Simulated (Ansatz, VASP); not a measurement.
One calculation of Ta4O, two programs

INCAR

```
SYSTEM = Ta4O
ALGO = Normal ; EDIFF = 1E-7
ENCUT = 520 ; GGA = PS
ISIF = 2 ; ISMEAR = 0
LASPH = .TRUE. ; LCHARG = .FALSE.
LREAL = .FALSE. ; LWAVE = .FALSE.
NBANDS = 33 ; NELM = 100
PREC = Accurate ; SIGMA = 0.1
```

Contents of KPOINTS:

```
k-points
0
G
  14 14 6
  0 0 0
```

Contents of POSCAR:

```
Ta4O
1.0
    3.2574970000      0.0000000000      0.0000000000
    0.0000000000      3.2574970000      0.0000000000
    0.0000000000      0.0000000000      7.4093410000
Ta O
4 1
Direct
    0.0000000000      0.0000000000      0.5000000000
    0.5000000000      0.5000000000      0.7831580000
    0.5000000000      0.5000000000      0.2168420000
    0.0000000000      0.0000000000      0.0000000000
    0.5000000000      0.5000000000      0.5000000000
```

Input for Ansatz:

```yaml
crystal:
  lattice:
    - [3.257497, 0.0, 0.0]
    - [0.0, 3.257497, 0.0]
    - [0.0, 0.0, 7.409341]
  atoms:
    - { symbol: Ta, position: [0.0, 0.0, 0.5] }
    - { symbol: Ta, position: [0.5, 0.5, 0.783158] }
    - { symbol: Ta, position: [0.5, 0.5, 0.216842] }
    - { symbol: Ta, position: [0.0, 0.0, 0.0] }
    - { symbol: O, position: [0.5, 0.5, 0.5] }
basis:
  ecutwfc: 420
kpoints:
  mp_grid: { grid: [14, 14, 6] }
hamiltonian:
  xc: pbesol
scf:
  occupations: { method: gaussian, width: 0.1 }
output:
  forces: true
  stress: true
  eigenvalues: true
```

Alike in both runs: task single point; functional PBEsol; k mesh 14 × 14 × 6; occupations gaussian, width 0.1 eV; no spin polarisation.

```csv
,VASP,Ansatz
version,VASP 6.6.1,Ansatz 0.2.0
potentials or method,"VASP PAW PBE potentials, release 64 (Ta_pv, O), cutoff 520 eV","scalar-relativistic, plane waves, PAW"
valence electrons in the cell,50,58
```

```csv
,VASP,Ansatz,Ansatz less VASP
gap on the k mesh at the Fermi level (eV),none,none,-
pressure (GPa),-7.8,-8.1,-0.28
"traceless stress, the component that is largest in VASP (GPa)",-0.34,-0.46,-0.125
rms of the force components (eV/Å),0.025,0.038,+0.0128
```

VASP's potentials were made for PBE, not for PBEsol. Atom by atom the forces differ by 0.013 eV/Å (rms over components). A gap of «none» marks a metal or a gap that the smearing closes. VASP's potentials hold 50 valence electrons a cell and Ansatz's 58, so a difference there can come from the potentials and not from the codes.

Spin-orbit coupling is off throughout.
